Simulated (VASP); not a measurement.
Wanted: the native input for a VASP 6.6.1 run.

```
Task                   : single point
Functional             : PBEsol
Potentials or basis    : VASP PAW PBE potentials, release 64 (Ru_pv)
Cutoff                 : 520 eV
k mesh                 : 18 × 18 × 10
Occupations            : gaussian, width 0.15 eV
Spin                   : no spin polarisation
Dipole correction      : no
Further INCAR settings : ALGO = Fast; EDIFF = 1e-06; NBANDS = 21
```

The structure of Ru lies in POSCAR:

```
Ru
1.0
    2.6539119460      0.0000000000      0.0000000000
   -1.3269559730      2.2983551647      0.0000000000
    0.0000000000      0.0000000000      4.2523798378
Ru
2
Direct
    0.3633848245      0.7267696491      0.2500000000
    0.6366151755      0.2732303509      0.7500000000
```

This cell differs from its parent crystal: atoms displaced along a vibrational mode, the cell strained.

One way to write it, as run:

INCAR

```
SYSTEM = Ru
  PREC = Accurate
  ENCUT = 520
  EDIFF = 1E-6
  ISMEAR = 0
  SIGMA = 0.15
  LREAL = .FALSE.
  LASPH = .TRUE.
  NELM = 80
  ALGO = Fast
  ISIF = 2
  LWAVE = .FALSE.
  LCHARG = .TRUE.
  GGA = PS
  LELF = .TRUE.
  LVHAR = .TRUE.
  NBANDS = 21
```

KPOINTS

```
regular mesh
0
G
  18 18 10
  0 0 0
```

Potentials or basis: VASP PAW PBE potentials, release 64 (Ru_pv).

Command:

```console
$ cat potpaw_PBE.64/Ru_pv/POTCAR > POTCAR
$ mpirun -np 1 vasp_std > vasp.out
```

It gave:

```yaml
Pressure: 14.1 GPa
Largest_force: 1.924 eV/Å
Band_gap_on_the_k_mesh: zero (bands 14 and 15 overlap by 3.24 eV)
```

Caveat: the cell differs from its parent crystal (atoms displaced along a vibrational mode, the cell strained); the cell stands under pressure; the PAW data sets were made with another functional, which shifts forces and pressure a little.

It took 110 s on 1 thread of Intel(R) Xeon(R) 6975P-C (Granite Rapids) (shared host), peak memory 0.32 GiB.
